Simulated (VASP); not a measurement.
# In (P6_3/mmc) in VASP: further runs, part 2 of 2

VASP 6.6.1. The steps go on from the part before.

## Step 3: Relaxation of shape and atoms at fixed volume, PBEsol

This run uses another cell than the first one, of the same volume but with other edges.

File INCAR:

```
SYSTEM = In
ALGO = Normal
EDIFF = 1E-7
EDIFFG = -0.005
ENCUT = 600
GGA = PS
IBRION = 2
ISIF = 4
ISMEAR = -1
LASPH = .TRUE.
LCHARG = .FALSE.
LREAL = .FALSE.
LWAVE = .FALSE.
NELM = 100
NSW = 50
PREC = Accurate
SIGMA = 0.1
```

File KPOINTS:

```
k-points
0
G
  13 13 7
  0 0 0
```

File POSCAR:

```
In
1.0
    2.6624745749      0.0000000000      0.0000000000
   -1.3312372874      2.3057706188      0.0000000000
    0.0000000000      0.0000000000      4.1987381108
In
2
Direct
    0.3333333333      0.6666666667      0.2500000000
    0.6666666667      0.3333333333      0.7500000000
```

Potentials or basis: VASP PAW PBE potentials, release 64 (In_d).

The run is started by

```
cat potpaw_PBE.64/In_d/POTCAR > POTCAR
mpirun -np 1 vasp_std > vasp.out
```

OUTCAR:

```text
SYSTEM = In
   EDIFF = 1E-7
   EDIFFG = -0.005
   ENCUT = 600
   GGA = PS
   IBRION = 2
   ISIF = 4
   ISMEAR = -1
   LASPH = .TRUE.
   LREAL = .FALSE.
   NELM = 100
   NSW = 50
   PREC = Accurate

 ion  position               nearest neighbor table
   1  0.333  0.667  0.250-   2 2.60   2 2.60   2 2.60   2 2.60   2 2.60   2 2.60   2 3.72   2 3.72
                             2 3.72   2 3.72   2 3.72   2 3.72
   2  0.667  0.333  0.750-   1 2.60   1 2.60   1 2.60   1 2.60   1 2.60   1 2.60   1 3.72   1 3.72
                             1 3.72   1 3.72   1 3.72   1 3.72

  LATTYP: Found a hexagonal cell.
 ALAT       =     2.6624745749
 C/A-ratio  =     1.5770058991

  Lattice vectors:

 A1 = (   2.6624745749,   0.0000000000,   0.0000000000)
 A2 = (  -1.3312372874,   2.3057706188,   0.0000000000)
 A3 = (   0.0000000000,   0.0000000000,   4.1987381108)

Analysis of symmetry for initial positions (statically):
=====================================================================
 Subroutine PRICEL returns:
 Original cell was already a primitive cell.

 Routine SETGRP: Setting up the symmetry group for a
 hexagonal supercell.

 Subroutine GETGRP returns: Found 24 space group operations
[... 178 lines left out ...]
  external PRESSURE =    1785.1887887 kB  Pullay stress =       0.0000000 kB
[... 89 lines left out ...]
  FREE ENERGIE OF THE ION-ELECTRON SYSTEM (eV)
  ---------------------------------------------------
  free  energy   TOTEN  =         1.1605155805 eV

  energy  without entropy=        1.1800464432  energy(sigma->0) =        1.17028101

[... ionic steps 4 to 15 ...]

--------------------------------------- Ionic step       16  -------------------------------------------

 number of electron      25.9999998 magnetization

------------------------ aborting loop because EDIFF is reached ----------------------------------------
[... 67 lines left out ...]
--------------------------------------- Ionic step       18  -------------------------------------------

 number of electron      25.9999998 magnetization

 Free energy of the ion-electron system (eV)
  ---------------------------------------------------
  ext. energy  EPLUGINS =         0.00000000
  ---------------------------------------------------
  free energy    TOTEN  =         1.16048562 eV

  energy without entropy =        1.17960004  energy(sigma->0) =        1.17004283

 E-fermi :  19.7845     XC(G=0): -14.2812

 val. band max:       19.7788797855   @ k =   0.0000   0.0000   0.2857
 cond. band min:      19.8745046911   @ k =   0.3846   0.0000   0.4286
 fundamental gap:      0.0956249056
 Fermi energy:        19.7845293718

 k-point     1 :       0.0000    0.0000    0.0000
  band No.  band energies     occupation
      1       1.2747      2.00000
      2       2.3447      2.00000
      3       2.4573      2.00000
      4       2.4573      2.00000
      5       2.6377      2.00000
      6       2.6663      2.00000
[... 457 lines left out ...]
      4       2.4625      2.00000
      5       2.6701      2.00000
      6       2.9260      2.00000
[... 9 lines left out ...]
     16      30.6523      0.00000
     17      32.2477      0.00000

 [... further k-points ...]
[... 5 lines left out ...]
  --------------------------------------------------------------------------------------
  -------------------------------------------------------------------------------------
  Total       28.6081094     28.6081094     28.6181823      0.0000000     -0.0000000      0.0000000
  in kB     1778.1949918   1778.1949919   1778.8210937      0.0000005     -0.0000000      0.0000000
  external PRESSURE =    1778.4036925 kB  Pullay stress =       0.0000000 kB
[... 17 lines left out ...]
  FREE ENERGIE OF THE ION-ELECTRON SYSTEM (eV)
  ---------------------------------------------------
  free  energy   TOTEN  =         1.1604856203 eV

  energy  without entropy=        1.1796000449  energy(sigma->0) =        1.17004283

 reached required accuracy - stopping structural energy minimisation
```

CONTCAR:

```text
In
   1.00000000000000
     2.6325156350684211    0.0000000003626011   -0.0000000000000000
    -1.3162578171707513    2.2798254157347460   -0.0000000000000000
    -0.0000000000000000    0.0000000000000000    4.2948480871024310
  In
     2
Direct
     0.3333333332999970    0.6666666667000030    0.2500000000000000
     0.6666666667000030    0.3333333332999970    0.7500000000000000

  0.00000000E+00  0.00000000E+00  0.00000000E+00
  0.00000000E+00  0.00000000E+00  0.00000000E+00
```

It took 5.3 min on 1 thread of Intel Xeon 8259CL, shared host; peak memory 0.18 GiB.

What came out:

```
Free energy               : 1.1605 eV
Energy gained by relaxing : 14.6 meV/atom
Ionic steps               : 18
Pressure after relaxing   : 177.8 GPa
Band gap on the k mesh    : zero (bands 13 and 14 overlap by 7.94 eV)
```

The path:
```csv
step,energy change (eV),largest force (eV/Å),pressure (GPa),volume (Å³)
1,0.0000,0.0000,178.52,25.78
2,-0.0157,0.0000,178.06,25.78
3,-0.0292,0.0000,177.85,25.78
4,-0.0293,0.0000,177.84,25.78
5,-0.0293,0.0000,177.84,25.78
6,-0.0293,0.0000,177.84,25.78
7,-0.0293,0.0000,177.84,25.78
8,-0.0293,0.0000,177.84,25.78
9,-0.0293,0.0000,177.84,25.78
10,-0.0293,0.0000,177.84,25.78
11,-0.0293,0.0000,177.84,25.78
12,-0.0293,0.0000,177.84,25.78
13,-0.0293,0.0000,177.84,25.78
14,-0.0293,0.0000,177.84,25.78
15,-0.0293,0.0000,177.84,25.78
16,-0.0293,0.0000,177.84,25.78
17,-0.0293,0.0000,177.84,25.78
18,-0.0293,0.0000,177.84,25.78
```

Final structure:
```
In
1.0
     2.63252    0.00000    0.00000
    -1.31626    2.27983    0.00000
     0.00000    0.00000    4.29485
In
2
Cartesian
  0.0000 1.5199 1.0737
  1.3163 0.7599 3.2211
```

Caveat: the PAW data sets were made with another functional, which shifts forces and pressure a little; spin-orbit coupling is left out, which moves the levels of the heavy elements.
